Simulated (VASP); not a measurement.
# H2 in VASP: a series of runs

H2 is run at these levels: r2SCAN; tasks: single point, relaxation of the atoms.

Everything below comes from runs of VASP 6.6.1. Logs are shortened: lines on timing, memory, paths and dates and some standing lists are left out, and cuts for length are marked.

## 1. The cell of the first run

The cell holds a molecule in a box, 2 atoms: a = 10.000 Å, b = 10.300 Å, c = 10.600 Å, α = 90.00°, β = 90.00°, γ = 90.00°.

## 2. Single point, r2SCAN

The input, POSCAR:

```
H
1.0
   10.0000000000      0.0000000000      0.0000000000
    0.0000000000     10.3000000000      0.0000000000
    0.0000000000      0.0000000000     10.6000000000
H
2
Direct
    0.5000000000      0.4854368932      0.4367335384
    0.5000000000      0.4854368932      0.5066626880
```

The input, INCAR.step1:

```
SYSTEM = H
  ALGO = Normal
  EDIFF = 1E-4
  ENCUT = 520
  GGA = PE
  ISMEAR = 0
  LASPH = .True.
  LCHARG = .False.
  LREAL = .False.
  LWAVE = .True.
  NBANDS = 8
  NELM = 100
  PREC = Accurate
  SIGMA = 0.01
```

The input, INCAR.step2:

```
SYSTEM = H
  ALGO = Normal
  EDIFF = 1E-6
  ENCUT = 520
  ISIF = 2
  ISMEAR = 0
  ISTART = 1
  LASPH = .True.
  LCHARG = .False.
  LMIXTAU = .True.
  LREAL = .False.
  LWAVE = .False.
  METAGGA = R2SCAN
  NBANDS = 8
  NELM = 100
  PREC = Accurate
  SIGMA = 0.01
```

The input, KPOINTS:

```
k-points
0
Gamma
  1 1 1
  0 0 0
```

Potentials or basis: VASP PAW PBE potentials, release 64 (H).

Run with:

```sh
$ cat potpaw_PBE.64/H/POTCAR > POTCAR
$ cp INCAR.step1 INCAR
$ mpirun -np 1 vasp_gam > vasp.out
$ cp INCAR.step2 INCAR
$ mpirun -np 1 vasp_gam > vasp.out
```

OUTCAR:

```text
SYSTEM = H
   EDIFF = 1E-6
   ENCUT = 520
   ISIF = 2
   ISMEAR = 0
   ISTART = 1
   LASPH = .True.
   LREAL = .False.
   METAGGA = R2SCAN
   NELM = 100
   PREC = Accurate

 ion  position               nearest neighbor table
   1  0.500  0.485  0.437-   2 0.74
   2  0.500  0.485  0.507-   1 0.74

  LATTYP: Found a simple orthorhombic cell.
 ALAT       =    10.0000000000
 B/A-ratio  =     1.0300000000
 C/A-ratio  =     1.0600000000

  Lattice vectors:

 A1 = (  10.0000000000,   0.0000000000,   0.0000000000)
 A2 = (   0.0000000000,  10.3000000000,   0.0000000000)
 A3 = (   0.0000000000,   0.0000000000,  10.6000000000)

Analysis of symmetry for initial positions (statically):
=====================================================================
 Subroutine PRICEL returns:
 Original cell was already a primitive cell.

 Routine SETGRP: Setting up the symmetry group for a
 simple orthorhombic supercell.

 Subroutine GETGRP returns: Found  8 space group operations
 (whereof  2 operations were pure point group operations)
 out of a pool of  8 trial point group operations.

The static configuration has the point symmetry C_1h.
 The point group associated with its full space group is D_2h.

Analysis of symmetry for dynamics (positions and initial velocities):
=====================================================================
 Subroutine PRICEL returns:
 Original cell was already a primitive cell.

 Routine SETGRP: Setting up the symmetry group for a
 simple orthorhombic supercell.

 Subroutine GETGRP returns: Found  8 space group operations
 (whereof  2 operations were pure point group operations)
 out of a pool of  8 trial point group operations.

The dynamic configuration has the point symmetry C_1h.
 The point group associated with its full space group is D_2h.

 Subroutine INISYM returns: Found  8 space group operations
 (whereof  2 operations are pure point group operations),
 and found     1 'primitive' translations

----------------------------------------------------------------------------------------

                                     Primitive cell

  volume of cell :    1091.8000

  direct lattice vectors                    reciprocal lattice vectors
[... 55 lines left out ...]
   ISTART =      1    job   : 0-new  1-cont  2-samecut
   ICHARG =      0    charge: 1-file 2-atom 10-const
   ISPIN  =      1    spin polarized calculation?
   LNONCOLLINEAR =      F non collinear calculations
   LSORBIT =      F    spin-orbit coupling
   LASPH  =      T    aspherical Exc in radial PAW
   ENCUT  =  520.0 eV  38.22 Ry    6.18 a.u.  18.59 19.15 19.71*2*pi/ulx,y,z
   NELM   =    100;   NELMIN=  2; NELMDL=  0     # of ELM steps
   EDIFF  = 0.1E-05   stopping-criterion for ELM
   LREAL  =      F    real-space projection
   EDIFFG = 0.1E-04   stopping-criterion for IOM
   NSW    =      0    number of steps for IOM
   IBRION =     -1    ionic relax: 0-MD 1-quasi-New 2-CG
   NFREE  =      0    steps in history (QN), initial steepest desc. (CG)
   ISIF   =      2    stress and relaxation
   ISYM   =      2    0-nonsym 1-usesym 2-fastsym
   POTIM  = 0.5000    time-step for ionic-motion
   TEBEG  =    0.0;   TEEND  =   0.0 temperature during run
   PSTRESS=    0.0 pullay stress
   NELECT =       2.0000    total number of electrons
   NUPDOWN=      -1.0000    fix difference up-down
   EMIN   =  10.00;   EMAX   =-10.00  energy-range for DOS
   EFERMI =   0.00;   METHOD = LEGACY
   ISMEAR =     0;   SIGMA  =   0.01  broadening in eV -4-tet -1-fermi 0-gaus
   EFERMI_NEDOS =   21; number of points for ismear=-14 and -15
   IALGO  =     38    algorithm
   IMIX   =      4    mixing-type and parameters
     AMIX     =   0.40;   BMIX     =  1.00
     AMIX_MAG =   1.60;   BMIX_MAG =  1.00
  volume/ion in A,a.u.               =     545.90      3683.92
  Fermi-wavevector in a.u.,A,eV,Ry     =   0.200311  0.378532  0.545924  0.040124
  Thomas-Fermi vector in A             =   0.954346
   LORBIT       =      0    0 simple, 1 ext, 2 COOP (PROOUT), +10 PAW based schemes
   METAGGA = R2SCAN    functional components
   LHFCALC =     F    Hartree Fock is set to
   AEXX    =    0.0000 exact exchange contribution
   IVDW    =     0    specifies the selected vdW correction
   LEPSILON=     F    determine dielectric tensor
   LRPA    =     F    only Hartree local field effects (RPA)
 non-spin polarized calculation
 Gauss-broadening in eV      SIGMA  =   0.01
  energy-cutoff  :      520.00
  volume of cell :     1091.80
 maximum number of plane-waves:     14695
 NGX is ok and might be reduce to    80
   NGX = 37   NGY = 39   NGZ = 39

 number of electron       2.0000000 magnetization

 Free energy of the ion-electron system (eV)
  ---------------------------------------------------
  ext. energy  EPLUGINS =         0.00000000
  ---------------------------------------------------
  free energy    TOTEN  =        -6.90982284 eV

  energy without entropy =       -6.90982284  energy(sigma->0) =       -6.90982284

 E-fermi : -10.7157     XC(G=0):   0.0773

 val. band max:      -10.7910980972   @ k =   0.0000   0.0000   0.0000
 cond. band min:       0.1893096741   @ k =   0.0000   0.0000   0.0000
 fundamental gap:     10.9804077713
 Fermi energy:       -10.7157203359

 k-point     1 :       0.0000    0.0000    0.0000
  band No.  band energies     occupation
      1     -10.7911      2.00000
      2       0.1893      0.00000
      3       1.3156      0.00000
      4       1.4555      0.00000
      5       1.5595      0.00000
      6       1.5671      0.00000
      7       1.6476      0.00000
      8       1.9488      0.00000

------------------------ aborting loop because EDIFF is reached ----------------------------------------

  FORCE on cell =-STRESS in cart. coord.  units (eV):
  Direction    XX          YY          ZZ          XY          YZ          ZX
  --------------------------------------------------------------------------------------
  -------------------------------------------------------------------------------------
  Total       -0.0273508     -0.0265945     -0.0299099      0.0000000      0.0000000      0.0000000
  in kB       -0.0401363     -0.0390265     -0.0438917      0.0000000      0.0000000      0.0000000
  external PRESSURE =      -0.0410182 kB  Pullay stress =       0.0000000 kB

 VOLUME and BASIS-vectors are now :
 -----------------------------------------------------------------------------
  energy-cutoff  :      520.00
  volume of cell :     1091.80
      direct lattice vectors                 reciprocal lattice vectors
    10.000000000  0.000000000  0.000000000     0.100000000  0.000000000  0.000000000
     0.000000000 10.300000000  0.000000000     0.000000000  0.097087379  0.000000000
     0.000000000  0.000000000 10.600000000     0.000000000  0.000000000  0.094339623

 POSITION                                       TOTAL-FORCE (eV/Angst)
 -----------------------------------------------------------------------------------
      5.00000      5.00000      4.62938         0.000000      0.000000     -0.006055
      5.00000      5.00000      5.37062         0.000000      0.000000      0.006055
 -----------------------------------------------------------------------------------
    total drift:                                0.000000     -0.000005     -0.000000

  FREE ENERGIE OF THE ION-ELECTRON SYSTEM (eV)
  ---------------------------------------------------
  free  energy   TOTEN  =        -6.9098228442 eV

  energy  without entropy=       -6.9098228442  energy(sigma->0) =       -6.90982284
```

OUTCAR.step1:

```text
SYSTEM = H
   EDIFF = 1E-4
   ENCUT = 520
   GGA = PE
   ISMEAR = 0
   LASPH = .True.
[... 210 lines left out ...]
 -----------------------------------------------------------------------------------
      5.00000      5.00000      4.62938         0.000000      0.000000     -0.307721
      5.00000      5.00000      5.37062        -0.000000      0.000000      0.307721
 -----------------------------------------------------------------------------------
    total drift:                                0.000000     -0.000005     -0.000000

  FREE ENERGIE OF THE ION-ELECTRON SYSTEM (eV)
  ---------------------------------------------------
  free  energy   TOTEN  =        -6.7710968685 eV

  energy  without entropy=       -6.7710968685  energy(sigma->0) =       -6.77109687
```

Wall time 4.9 min (1 thread of Intel Xeon Platinum 8259CL at 2.50GHz (Skylake/Cascade Lake), shared host); peak memory 1.1 GiB.

Results:

```
Free energy                     : -6.9098 eV
Largest force                   : 0.006 eV/Å
Gap between the frontier levels : 10.98 eV
```

Forces in eV/Å, atoms in the order of the input:
```
H    0.000  0.000 -0.006
H    0.000  0.000  0.006
```

Caveat: the PAW data sets were made with another functional, which shifts forces and pressure a little.

## 3. Relaxation of the atoms, r2SCAN

The input, POSCAR:

```
H
1.0
   10.0000000000      0.0000000000      0.0000000000
    0.0000000000     10.3000000000      0.0000000000
    0.0000000000      0.0000000000     10.6000000000
H
2
Direct
    0.5000000000      0.4854368932      0.4367924528
    0.5000000000      0.4854368932      0.5066037736
```

The input, INCAR.step1:

```
PREC     = Accurate       # precision mode
ENCUT    = 520            # plane-wave cutoff, eV
ISMEAR   = 0              # smearing method
SIGMA    = 0.01           # smearing width, eV
LREAL    = F              # projectors in reciprocal space
LASPH    = T              # aspherical terms in the spheres
NELM     = 80             # most SCF steps
GGA      = PE             # functional
ALGO     = Normal         # electronic algorithm
EDIFF    = 1E-4           # SCF threshold, eV
LWAVE    = T              # write WAVECAR
LCHARG   = F              # write CHGCAR
```

The input, INCAR.step2:

```
PREC     = Accurate       # precision mode
ENCUT    = 520            # plane-wave cutoff, eV
EDIFF    = 1E-6           # SCF threshold, eV
ISMEAR   = 0              # smearing method
SIGMA    = 0.01           # smearing width, eV
LREAL    = F              # projectors in reciprocal space
LASPH    = T              # aspherical terms in the spheres
NELM     = 80             # most SCF steps
ALGO     = Normal         # electronic algorithm
ISIF     = 2              # what is computed and relaxed
LWAVE    = F              # write WAVECAR
LCHARG   = F              # write CHGCAR
METAGGA  = R2SCAN         # meta-GGA
LMIXTAU  = T            
IBRION   = 2              # ionic algorithm
NSW      = 80             # ionic steps
EDIFFG   = -0.01          # ionic threshold
ISTART   = 1
```

The input, KPOINTS:

```
Automatic mesh
0
Gamma
  1 1 1
```

Potentials or basis: VASP PAW PBE potentials, release 64 (H).

Run with:

```sh
$ cat potpaw_PBE.64/H/POTCAR > POTCAR
$ cp INCAR.step1 INCAR
$ mpirun -np 1 vasp_gam > vasp.out
$ cp INCAR.step2 INCAR
$ mpirun -np 1 vasp_gam > vasp.out
```

Wall time 16 min (1 thread of Intel Xeon Platinum 8259CL at 2.50GHz (Skylake/Cascade Lake), shared host); peak memory 1.2 GiB.

It converged, with:

```
Free energy                     : -6.9099 eV
Ionic steps                     : 4
Gap between the frontier levels : 10.99 eV
```

Final structure:
```
H
1.0
    10.00000    0.00000    0.00000
     0.00000   10.30000    0.00000
     0.00000    0.00000   10.60000
H
2
Direct
  0.50000 0.48544 0.43672
  0.50000 0.48544 0.50667
```

Levels at points of the mesh, in eV from the valence-band top:
| k point | band 1 | band 2 | band 3 | band 4 |
| --- | --- | --- | --- | --- |
| (0.00, 0.00, 0.00) | 0.00 | 10.99 | 12.07 | 12.25 |

Caveat: the PAW data sets were made with another functional, which shifts forces and pressure a little.
